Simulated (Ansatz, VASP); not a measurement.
# One calculation of NaTa3O3, two programs

```xyz
7
Lattice="4.3674 0.0000 0.0000 0.0000 4.3674 0.0000 0.0000 0.0000 4.3674" Properties=species:S:1:pos:R:3 pbc="T T T"
Na    2.1837    2.1837    2.1837
Ta    0.0000    2.1837    0.0000
Ta    0.0000    0.0000    2.1837
Ta    2.1837    0.0000    0.0000
O     2.1837    0.0000    2.1837
O     2.1837    2.1837    0.0000
O     0.0000    2.1837    2.1837
```

Change from the starting cell: species swapped into the LiCu3O3 type (Pm-3m, No. 221).

Alike in both runs: task single point; functional PBE; k mesh 4 × 4 × 4; occupations gaussian, width 0.1 eV; collinear spin.

```csv
,VASP,Ansatz
version,VASP 6.6.1,Ansatz 0.2.0
potentials or method,"VASP PAW PBE potentials, release 64 (Na_pv, Ta_pv, O), cutoff 520 eV","scalar-relativistic, plane waves, PAW"
valence electrons in the cell,58,66
```

```tsv
	VASP	Ansatz	Ansatz less VASP
gap on the k mesh at the Fermi level (eV)	none	none	-
pressure (GPa)	0.2	-0.3	-0.42
net moment per atom (μB)	0.00	0.00	0.000
```

A gap of «none» marks a metal or a gap that the smearing closes. VASP's potentials hold 58 valence electrons a cell and Ansatz's 66, so a difference there can come from the potentials and not from the codes. Ansatz's warnings: seeded moment not kept.

Neither program's run includes spin-orbit coupling.
